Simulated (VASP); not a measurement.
# CdHg2Se3 in VASP: further runs, part 2 of 2

VASP 6.6.1. The steps go on from the part before.

### 4 Single point, PBE

Contents of INCAR:

```
SYSTEM = CdHg2Se3
ALGO = Normal
EDIFF = 1E-6
ENCUT = 520
GGA = PE
ISIF = 2
ISMEAR = 0
LASPH = .True.
LCHARG = .False.
LREAL = .False.
LWAVE = .False.
NBANDS = 66
NELM = 60
PREC = Accurate
SIGMA = 0.2
```

Contents of KPOINTS:

```
k-points
0
Gamma
  6 6 1
  0 0 0
```

Contents of POSCAR:

```
CdHg2Se3
1.0
    4.4120623234     -0.0012117930     -0.0019493934
   -2.2070653585      3.8285603273     -0.0022277354
   -0.0098090685     -0.0179920158     21.5838528305
Cd Hg Se
2 4 6
Direct
    0.0001182612      0.0025880467      0.0004744068
    0.0006406587     -0.0008790102      0.5004031812
    0.6674078657      0.3323823236      0.3338237604
    0.6649970027      0.3307543895      0.8337703636
    0.3346385821      0.6705765817      0.1661179299
    0.3327428775      0.6651304986      0.6660482779
    0.0006054241     -0.0005699850      0.3758089039
    0.9983134719      0.9979518681      0.8758653813
    0.6675212268      0.3358695063      0.2084963344
    0.6660797576      0.3317426981      0.7084120472
    0.3334738945      0.6689151290      0.0404129935
    0.3334609773      0.6655379535      0.5403664200
```

Potentials or basis: VASP PAW PBE potentials, release 64 (Cd, Hg, Se).

The run is started by

```
> cat potpaw_PBE.64/Cd/POTCAR potpaw_PBE.64/Hg/POTCAR potpaw_PBE.64/Se/POTCAR > POTCAR
> mpirun -np 1 vasp_std > vasp.out
```

OUTCAR:

```text
SYSTEM = CdHg2Se3
   EDIFF = 1E-6
   ENCUT = 520
   GGA = PE
   ISIF = 2
   ISMEAR = 0
   LASPH = .True.
   LREAL = .False.
   NELM = 60
   PREC = Accurate

 ion  position               nearest neighbor table
   1  0.000  0.003  0.000-   8 2.69  11 2.69  11 2.69  11 2.69
   2  0.001  0.999  0.500-   7 2.69  12 2.69  12 2.69  12 2.69
   3  0.667  0.332  0.334-   7 2.70   9 2.71   7 2.71   7 2.71
   4  0.665  0.331  0.834-   8 2.70  10 2.71   8 2.71   8 2.71
   5  0.335  0.671  0.166-   9 2.70   9 2.71   9 2.71  11 2.71
   6  0.333  0.665  0.666-  10 2.71  10 2.71  10 2.71  12 2.71
   7  0.001  0.999  0.376-   2 2.69   3 2.70   3 2.71   3 2.71
   8  0.998  0.998  0.876-   1 2.69   4 2.70   4 2.71   4 2.71
   9  0.668  0.336  0.208-   5 2.70   3 2.71   5 2.71   5 2.71
  10  0.666  0.332  0.708-   4 2.71   6 2.71   6 2.71   6 2.71
[... 1607 lines left out ...]
  volume of cell :      364.53
      direct lattice vectors                 reciprocal lattice vectors
     4.412062323 -0.001211793 -0.001949393     0.226687362  0.130679486  0.000211954
    -2.207065358  3.828560327 -0.002227735     0.000071846  0.261236331  0.000217796
    -0.009809069 -0.017992016 21.583852830     0.000020481  0.000038766  0.046330973

 POSITION                                       TOTAL-FORCE (eV/Angst)
 -----------------------------------------------------------------------------------
     -0.00519      0.00990      0.01023         0.002803     -0.003145      0.001695
     -2.20721      3.81619     10.79840        -0.007159     -0.000544      0.004220
      2.20778      1.26573      7.20316        -0.003458      0.005119     -0.000569
      2.19583      1.25051     17.99394        -0.003781      0.004445      0.001392
     -0.00519      2.56395      3.58332         0.001837     -0.009902     -0.000700
     -0.00644      2.53411     14.37376         0.000585      0.001484      0.000675
     -2.20682      3.81962      8.10918         0.002421     -0.004289      0.002305
      2.19348      3.80375     18.90038         0.004797     -0.000766     -0.002646
      2.20181      1.28134      4.49810        -0.001428      0.007898     -0.006059
      2.19966      1.25654     15.28822        -0.001366     -0.000636     -0.000683
     -0.00543      2.55985      0.87013        -0.001602     -0.001107      0.001730
     -0.00294      2.53793     11.66106         0.006351      0.001443     -0.001360
 -----------------------------------------------------------------------------------
    total drift:                                0.000012     -0.000204     -0.000021

  FREE ENERGIE OF THE ION-ELECTRON SYSTEM (eV)
  ---------------------------------------------------
  free  energy   TOTEN  =       -27.3153255435 eV

  energy  without entropy=      -27.3029756446  energy(sigma->0) =      -27.30915059
```

OSZICAR:

```text
N       E                     dE             d eps       ncg     rms          rms(c)
DAV:   1     0.787553451120E+03    0.78755E+03   -0.49736E+04  2640   0.146E+03
DAV:   2     0.282945647413E+02   -0.75926E+03   -0.73177E+03  2884   0.348E+02
DAV:   3    -0.283646313415E+02   -0.56659E+02   -0.56033E+02  3062   0.899E+01
DAV:   4    -0.292937992878E+02   -0.92917E+00   -0.92610E+00  2952   0.107E+01
DAV:   5    -0.293061258744E+02   -0.12327E-01   -0.12321E-01  3114   0.111E+00    0.152E+01
DAV:   6    -0.273368057264E+02    0.19693E+01   -0.43555E+00  3196   0.139E+01    0.121E+01
DAV:   7    -0.273614103647E+02   -0.24605E-01   -0.24330E+00  2896   0.513E+00    0.387E+00
DAV:   8    -0.273147649172E+02    0.46645E-01   -0.40905E-01  2870   0.383E+00    0.109E+00
DAV:   9    -0.273150306150E+02   -0.26570E-03   -0.45888E-02  2832   0.142E+00    0.387E-01
DAV:  10    -0.273151440445E+02   -0.11343E-03   -0.30126E-03  2914   0.322E-01    0.884E-02
DAV:  11    -0.273153084988E+02   -0.16445E-03   -0.70901E-04  2808   0.125E-01    0.382E-02
DAV:  12    -0.273153069850E+02    0.15139E-05   -0.20751E-04  3104   0.915E-02    0.266E-02
DAV:  13    -0.273153211426E+02   -0.14158E-04   -0.31561E-05  2780   0.234E-02    0.872E-03
DAV:  14    -0.273153248610E+02   -0.37184E-05   -0.82753E-06  2556   0.120E-02    0.426E-03
DAV:  15    -0.273153255435E+02   -0.68244E-06   -0.13003E-06  1948   0.412E-03
   1 F= -.27315326E+02 E0= -.27309151E+02  d E =-.123499E-01
```

Wall time 8.6 min (1 thread of Intel Xeon Platinum 8488C (Sapphire Rapids), shared host); peak memory 0.71 GiB.

Results:

```
Free energy   : -27.3153 eV
Pressure      : 0.2 GPa
Largest force : 0.010 eV/Å
```

Forces on the atoms (eV/Å):
```
Cd   0.003 -0.003  0.002
Cd  -0.007 -0.001  0.004
Hg  -0.003  0.005 -0.001
Hg  -0.004  0.004  0.001
Hg   0.002 -0.010 -0.001
Hg   0.001  0.001  0.001
Se   0.002 -0.004  0.002
Se   0.005 -0.001 -0.003
Se  -0.001  0.008 -0.006
Se  -0.001 -0.001 -0.001
Se  -0.002 -0.001  0.002
Se   0.006  0.001 -0.001
```

Levels at points of the mesh, in eV from the Fermi level:
| k point | band 51 | band 52 | band 53 | band 54 | band 55 | band 56 | band 57 | band 58 |
| --- | --- | --- | --- | --- | --- | --- | --- | --- |
| (0.00, 0.00, 0.00) | -0.21 | -0.21 | -0.12 | -0.09 | -0.09 | 0.74 | 0.93 | 1.14 |
| (0.50, 0.00, 0.00) | -1.27 | -1.12 | -0.89 | -0.88 | 1.30 | 2.12 | 2.36 | 2.80 |
| (0.00, 0.50, 0.00) | -1.26 | -1.11 | -0.89 | -0.88 | 1.31 | 2.12 | 2.37 | 2.81 |
| (0.50, 0.50, 0.00) | -1.27 | -1.12 | -0.89 | -0.88 | 1.30 | 2.12 | 2.36 | 2.80 |

Caveat: spin-orbit coupling is left out, which moves the levels of the heavy elements.

### 5 The runs side by side

| cell | k mesh | smearing | gap on the mesh (eV) | pressure (GPa) | largest force (eV/Å) |
| --- | --- | --- | --- | --- | --- |
| a = 4.414, b = 4.414, c = 21.588 Å, angles 90.0, 90.0, 120.0°, 12 atoms | 6 × 6 × 1 | gaussian 0.2 eV | none | 0.2 | 0.01 |
| a = 4.414, b = 4.414, c = 10.794 Å, angles 90.0, 90.0, 120.0°, 6 atoms | 12 × 12 × 4 | gaussian 0.1 eV | none | 0.2 | - |
| a = 4.412, b = 4.419, c = 21.584 Å, angles 90.1, 90.1, 120.0°, 12 atoms | 6 × 6 × 1 | gaussian 0.2 eV | - | 0.2 | 0.01 |

Alike in all rows: task single point; level PBE; potentials or basis VASP PAW PBE potentials, release 64 (Cd, Hg, Se); no spin polarisation; cutoff (eV) 520.

Caveats: spin-orbit coupling is left out, which moves the levels of the heavy elements.

Absolute energies hang on the potentials; compare differences alone.
